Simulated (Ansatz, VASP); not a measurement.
## FeCo in VASP and in Ansatz

INCAR

```
PREC = Accurate
ENCUT = 600
EDIFF = 1E-6
ISMEAR = 0
SIGMA = 0.05
LREAL = False
LASPH = True
NELM = 120
ALGO = Normal
ISIF = 2
LWAVE = False
LCHARG = False
GGA = PE
NBANDS = 16
GGA_COMPAT = False
```

The input KPOINTS:

```
regular mesh
0
Gamma
  16 16 16
```

The input POSCAR:

```
FeCo
1.0
    2.7231936910      0.0000000000      0.0000000000
    0.0000000000      2.7231936910      0.0000000000
    0.0000000000      0.0000000000      2.7231936910
Fe Co
1 1
Direct
    0.5000000000      0.5000000000      0.5000000000
    0.0000000000      0.0000000000      0.0000000000
```

Input for Ansatz:

```yaml
crystal:
  lattice:
    - [2.723193691, 0.0, 0.0]
    - [0.0, 2.723193691, 0.0]
    - [0.0, 0.0, 2.723193691]
  atoms:
    - { symbol: Fe, position: [0.5, 0.5, 0.5] }
    - { symbol: Co, position: [0.0, 0.0, 0.0] }
basis:
  ecutwfc: 420
  ecutrho_ratio: 4
kpoints:
  mp_grid: { grid: [16, 16, 16] }
hamiltonian:
  xc: pbe
scf:
  occupations: { method: gaussian, width: 0.05 }
output:
  forces: true
  stress: true
  eigenvalues: true
```

Alike in both runs: task single point; functional PBE; k mesh 16 × 16 × 16; occupations gaussian, width 0.05 eV; no spin polarisation.

```csv
,VASP,Ansatz
version,VASP 6.6.1,Ansatz 0.2.0
potentials or method,"VASP PAW PBE potentials, release 64 (Fe, Co), cutoff 600 eV","scalar-relativistic, plane waves, PAW"
valence electrons in the cell,17,33
```

```tsv
	VASP	Ansatz	Ansatz less VASP
gap on the k mesh at the Fermi level (eV)	none	none	-
pressure (GPa)	10.4	11.4	+1.07
```

A gap of «none» marks a metal or a gap that the smearing closes. VASP's potentials hold 17 valence electrons a cell and Ansatz's 33, so a difference there can come from the potentials and not from the codes.
